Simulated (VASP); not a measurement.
# Pb (Im-3m) in VASP: single point with LDA

Aim: the single point of Pb with LDA.

Everything below comes from runs of VASP 6.6.1. Logs are shortened: lines on timing, memory, paths and dates and some standing lists are left out, and cuts for length are marked.

## Step 1: The cell of the first run

The structure is cubic, space group Im-3m (No. 229). The conventional cell has a = 3.876 Å, b = 3.876 Å, c = 3.876 Å, α = 90.00°, β = 90.00°, γ = 90.00°. Pb (site symmetry m-3m) has 14 Pb at 3.36 to 3.88 Å within 4.4 Å.

## Step 2: Single point, LDA

The input, INCAR:

```
PREC = Accurate ; ENCUT = 520
EDIFF = 1E-6 ; ISMEAR = -1
SIGMA = 0.13605693000000002 ; LREAL = F
LASPH = T ; NELM = 80
ALGO = Normal ; ISIF = 2
LWAVE = F ; LCHARG = T
GGA = CA ; LELF = T
LVHAR = T ; NBANDS = 13
```

The input, KPOINTS:

```
Automatic mesh
0
Gamma
  12 12 12
```

The input, POSCAR:

```
Pb
1.0
   -1.9379045288      1.9379045288      1.9379045288
    1.9379045288     -1.9379045288      1.9379045288
    1.9379045288      1.9379045288     -1.9379045288
Pb
1
Direct
    0.0000000000      0.0000000000      0.0000000000
```

Potentials or basis: VASP PAW LDA potentials, release 64 (Pb_d).

Run with:

```sh
$ cat potpaw_LDA.64/Pb_d/POTCAR > POTCAR
$ mpirun -np 1 vasp_std > vasp.out
```

OUTCAR:

```text
PREC = Accurate
   ENCUT = 520
   EDIFF = 1E-6
   ISMEAR = -1
   LREAL = F
   LASPH = T
   NELM = 80
   ISIF = 2
   GGA = CA

 ion  position               nearest neighbor table
   1  0.000  0.000  0.000-

  LATTYP: Found a body centered cubic cell.
 ALAT       =     3.8758090576

  Lattice vectors:

 A1 = (  -1.9379045288,   1.9379045288,   1.9379045288)
 A2 = (   1.9379045288,  -1.9379045288,   1.9379045288)
 A3 = (   1.9379045288,   1.9379045288,  -1.9379045288)

Analysis of symmetry for initial positions (statically):
=====================================================================
 Subroutine PRICEL returns:
 Original cell was already a primitive cell.

 Routine SETGRP: Setting up the symmetry group for a
 body centered cubic supercell.

 Subroutine GETGRP returns: Found 48 space group operations
 (whereof 48 operations were pure point group operations)
 out of a pool of 48 trial point group operations.

The static configuration has the point symmetry O_h .

Analysis of symmetry for dynamics (positions and initial velocities):
=====================================================================
 Subroutine PRICEL returns:
 Original cell was already a primitive cell.

 Routine SETGRP: Setting up the symmetry group for a
 body centered cubic supercell.

 Subroutine GETGRP returns: Found 48 space group operations
 (whereof 48 operations were pure point group operations)
 out of a pool of 48 trial point group operations.

The dynamic configuration has the point symmetry O_h .

 Subroutine INISYM returns: Found 48 space group operations
 (whereof 48 operations are pure point group operations),
 and found     1 'primitive' translations

----------------------------------------------------------------------------------------

                                     Primitive cell

  volume of cell :      29.1110

  direct lattice vectors                    reciprocal lattice vectors
    -1.937904529  1.937904529  1.937904529     0.000000000  0.258010646  0.258010646
     1.937904529 -1.937904529  1.937904529     0.258010646  0.000000000  0.258010646
     1.937904529  1.937904529 -1.937904529     0.258010646  0.258010646  0.000000000

  length of vectors
     3.356549104  3.356549104  3.356549104     0.364882155  0.364882155  0.364882155

  position of ions in fractional coordinates (direct lattice)
     0.000000000  0.000000000  0.000000000

  ion indices of the primitive-cell ions
   primitive index   ion index
                 1           1
[... 74 lines left out ...]
   EDIFFG = 0.1E-04   stopping-criterion for IOM
   NSW    =      0    number of steps for IOM
   IBRION =     -1    ionic relax: 0-MD 1-quasi-New 2-CG
   NFREE  =      0    steps in history (QN), initial steepest desc. (CG)
   ISIF   =      2    stress and relaxation
   ISYM   =      2    0-nonsym 1-usesym 2-fastsym
   POTIM  = 0.5000    time-step for ionic-motion
   TEBEG  =    0.0;   TEEND  =   0.0 temperature during run
   PSTRESS=    0.0 pullay stress
   NELECT =      14.0000    total number of electrons
   NUPDOWN=      -1.0000    fix difference up-down
   EMIN   =  10.00;   EMAX   =-10.00  energy-range for DOS
   EFERMI =   0.00;   METHOD = LEGACY
   ISMEAR =    -1;   SIGMA  =   0.14  broadening in eV -4-tet -1-fermi 0-gaus
   EFERMI_NEDOS =   21; number of points for ismear=-14 and -15
   IALGO  =     38    algorithm
   IMIX   =      4    mixing-type and parameters
     AMIX     =   0.40;   BMIX     =  1.00
     AMIX_MAG =   1.60;   BMIX_MAG =  1.00
  volume/ion in A,a.u.               =      29.11       196.45
  Fermi-wavevector in a.u.,A,eV,Ry     =   1.282621  2.423803 22.383183  1.645118
  Thomas-Fermi vector in A             =   2.414922
   LORBIT       =      0    0 simple, 1 ext, 2 COOP (PROOUT), +10 PAW based schemes
   GGA     = CA    functional components
   LHFCALC =     F    Hartree Fock is set to
   AEXX    =    0.0000 exact exchange contribution
   IVDW    =     0    specifies the selected vdW correction
   LEPSILON=     F    determine dielectric tensor
   LRPA    =     F    only Hartree local field effects (RPA)
 non-spin polarized calculation
  energy-cutoff  :      520.00
  volume of cell :       29.11
 maximum number of plane-waves:       798
 NGX is ok and might be reduce to    28
   NGX = 13   NGY = 13   NGZ = 13

 number of electron      13.9999998 magnetization

 Free energy of the ion-electron system (eV)
  ---------------------------------------------------
  ext. energy  EPLUGINS =         0.00000000
  ---------------------------------------------------
  free energy    TOTEN  =        -4.23058117 eV

  energy without entropy =       -4.19245193  energy(sigma->0) =       -4.21151655

 E-fermi :   7.4743     XC(G=0): -10.6540

 val. band max:        7.4460698092   @ k =  -0.3333   0.3333   0.3333
 cond. band min:       7.5446085207   @ k =   0.5000   0.5000   0.4167
 fundamental gap:      0.0985387116
 Fermi energy:         7.4742818477

 k-point     1 :       0.0000    0.0000    0.0000
  band No.  band energies     occupation
      1      -9.6270      2.00000
      2      -9.6270      2.00000
      3      -9.6270      2.00000
      4      -9.3536      2.00000
      5      -9.3536      2.00000
      6      -4.5744      2.00000
      7      15.4128      0.00000
      8      15.4128      0.00000
      9      15.4128      0.00000
     10      18.6953      0.00000
     11      18.6953      0.00000
     12      18.6953      0.00000
     13      20.1286      0.00000
[... 354 lines left out ...]
  band No.  band energies     occupation
      1      -9.7023      2.00000
      2      -9.6054      2.00000
      3      -9.3681      2.00000
      4      -9.3601      2.00000
      5      -9.2379      2.00000
      6      -0.2975      2.00000
      7       3.6045      2.00000
      8       9.3128      0.00000
      9      11.0326      0.00000
     10      17.7029      0.00000
     11      18.7499      0.00000
     12      22.2774      0.00000
     13      22.6425      0.00000

 [... further k-points ...]
[... 5 lines left out ...]
  --------------------------------------------------------------------------------------
  -------------------------------------------------------------------------------------
  Total       -0.0271398     -0.0271398     -0.0271398     -0.0000000     -0.0000000      0.0000000
  in kB       -1.4936901     -1.4936901     -1.4936901     -0.0000000     -0.0000000      0.0000000
  external PRESSURE =      -1.4936901 kB  Pullay stress =       0.0000000 kB

 VOLUME and BASIS-vectors are now :
 -----------------------------------------------------------------------------
  energy-cutoff  :      520.00
  volume of cell :       29.11
      direct lattice vectors                 reciprocal lattice vectors
    -1.937904529  1.937904529  1.937904529     0.000000000  0.258010646  0.258010646
     1.937904529 -1.937904529  1.937904529     0.258010646  0.000000000  0.258010646
     1.937904529  1.937904529 -1.937904529     0.258010646  0.258010646  0.000000000

 POSITION                                       TOTAL-FORCE (eV/Angst)
 -----------------------------------------------------------------------------------
      0.00000      0.00000      0.00000        -0.000000     -0.000000      0.000000
 -----------------------------------------------------------------------------------
    total drift:                                0.000000     -0.000000      0.000000

  FREE ENERGIE OF THE ION-ELECTRON SYSTEM (eV)
  ---------------------------------------------------
  free  energy   TOTEN  =        -4.2305811721 eV

  energy  without entropy=       -4.1924519326  energy(sigma->0) =       -4.21151655
```

OSZICAR:

```text
N       E                     dE             d eps       ncg     rms          rms(c)
DAV:   1     0.106924146165E+03    0.10692E+03   -0.72700E+03  1900   0.130E+03
DAV:   2     0.924091546473E+00   -0.10600E+03   -0.10218E+03  1972   0.315E+02
DAV:   3    -0.412848946379E+01   -0.50526E+01   -0.50295E+01  2416   0.743E+01
DAV:   4    -0.424294468226E+01   -0.11446E+00   -0.11443E+00  2207   0.117E+01
DAV:   5    -0.424782200307E+01   -0.48773E-02   -0.48772E-02  2678   0.225E+00    0.604E-01
DAV:   6    -0.423442847014E+01    0.13394E-01   -0.16419E-02  2350   0.231E+00    0.286E-01
DAV:   7    -0.423087028602E+01    0.35582E-02   -0.64110E-03  2401   0.132E+00    0.851E-02
DAV:   8    -0.423058171443E+01    0.28857E-03   -0.35417E-04  2676   0.319E-01    0.812E-03
DAV:   9    -0.423058117210E+01    0.54233E-06   -0.68707E-06  2504   0.437E-02
   1 F= -.42305812E+01 E0= -.42115166E+01  d E =-.381292E-01
```

stdout:

```text
POSCAR found type information on POSCAR Pb
 POSCAR found :  1 types and       1 ions
 scaLAPACK will be used
 LDA part: xc-table for (Slater(with rela. corr.)+CA(PZ))
 , standard interpolation
 POSCAR, INCAR and KPOINTS ok, starting setup
 FFT: planning ... GRIDC
 FFT: planning ... GRID_SOFT
 FFT: planning ... GRID
 WAVECAR not read
 entering main loop
```

It took 41 s on 1 thread of AMD EPYC 7R13, shared host; peak memory 0.13 GiB.

Results:

* Free energy: -4.2306 eV
* Pressure: -0.1 GPa
* Band gap on the k mesh: zero (band 7 reaches 15.41 eV, above the bottom of band 8 at 5.31 eV)

Levels at points of the mesh, in eV from the Fermi level:
```csv
k point,band 5,band 6,band 7,band 8,band 9,band 10
"(0.00, 0.00, 0.00)",-16.83,-12.05,7.94,7.94,7.94,11.22
"(0.50, 0.00, 0.00)",-16.66,-7.92,-4.24,3.55,5.27,7.90
"(0.50, 0.50, 0.50)",-16.70,-4.99,-0.44,-0.44,-0.44,4.72
```

Caveat: spin-orbit coupling is left out, which moves the levels of the heavy elements.
